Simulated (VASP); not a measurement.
MnF2:

```
Mn F
1.0
     4.87380    0.00000    0.00000
     0.00000    4.87380    0.00000
     0.00000    0.00000    3.31070
Mn F
2 4
Direct
  0.00000 0.00000 0.00000
  0.50000 0.50000 0.50000
  0.30530 0.30530 0.00000
  0.19470 0.80530 0.50000
  0.69470 0.69470 0.00000
  0.80530 0.19470 0.50000
```

Base run:

```yaml
Program: VASP 6.6.1
Functional: PBE
Potentials_or_basis: VASP PAW PBE potentials, release 64 (Mn_pv, F)
Cutoff: 520 eV
k_mesh: 4 × 4 × 6
Occupations: fermi-dirac, width 0.15 eV
Spin: collinear spin, antiferromagnetic start
Starting_moments: "[2.8, -2.8, 0.0, 0.0, 0.0, 0.0] μB"
Hubbard_terms: Mn d U = 5.0 eV
```

Its results: band gap on the k mesh 3.86 eV (least direct gap 3.89 eV); pressure 4.8 GPa; net moment 0.00 μB per cell; site moments Mn +4.70, -4.70; F -0.02, +0.02 (each value once) μB; largest force 0.071 eV/Å.

Task: The run is repeated on the same cell with these changes: hubbard terms from Mn d U = 5.0 eV to Mn d U = 3.0 eV. What comes out?

Result: Band gap on the k mesh 3.25 eV (least direct gap 3.29 eV); pressure 4.1 GPa; net moment 0.00 μB per cell; site moments Mn +4.64, -4.64; F -0.02, +0.02 (each value once) μB; largest force 0.078 eV/Å.

Caveats: the cell stands under pressure.

A k mesh can miss the band edges.
